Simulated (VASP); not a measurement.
Here is a VASP 6.6.1 calculation.

POSCAR

```
Rh
1.0
    0.0000000000      1.8863805335      1.8863805335
    1.8863805335      0.0000000000      1.8863805335
    1.8863805335      1.8863805335      0.0000000000
Rh
1
Direct
    0.0000000000      0.0000000000      0.0000000000
```

Contents of INCAR.step1:

```
SYSTEM = Rh
ALGO = Normal
EDIFF = 1E-4
ENCUT = 520
GGA = PE
ISMEAR = 0
LASPH = .True.
LCHARG = .False.
LREAL = .False.
LWAVE = .True.
NBANDS = 14
NELM = 80
PREC = Accurate
SIGMA = 0.05
```

Contents of INCAR.step2:

```
SYSTEM = Rh
ALGO = Normal
EDIFF = 1E-6
ENCUT = 520
ISIF = 2
ISMEAR = 0
ISTART = 1
LASPH = .True.
LCHARG = .True.
LELF = .True.
LMIXTAU = .True.
LREAL = .False.
LVHAR = .True.
LWAVE = .False.
METAGGA = R2SCAN
NBANDS = 14
NELM = 80
PREC = Accurate
SIGMA = 0.05
```

The input KPOINTS:

```
k-points
0
Gamma
  18 18 18
  0 0 0
```

Potentials or basis: VASP PAW PBE potentials, release 64 (Rh_pv).

Run with:

```console
$ cat potpaw_PBE.64/Rh_pv/POTCAR > POTCAR
$ cp INCAR.step1 INCAR
$ mpirun -np 1 vasp_std > vasp.out
$ cp INCAR.step2 INCAR
$ mpirun -np 1 vasp_std > vasp.out
```

Question: Predict the pressure.

Answer: 7.7 GPa.

Caveat: the PAW data sets were made with another functional, which shifts forces and pressure a little.
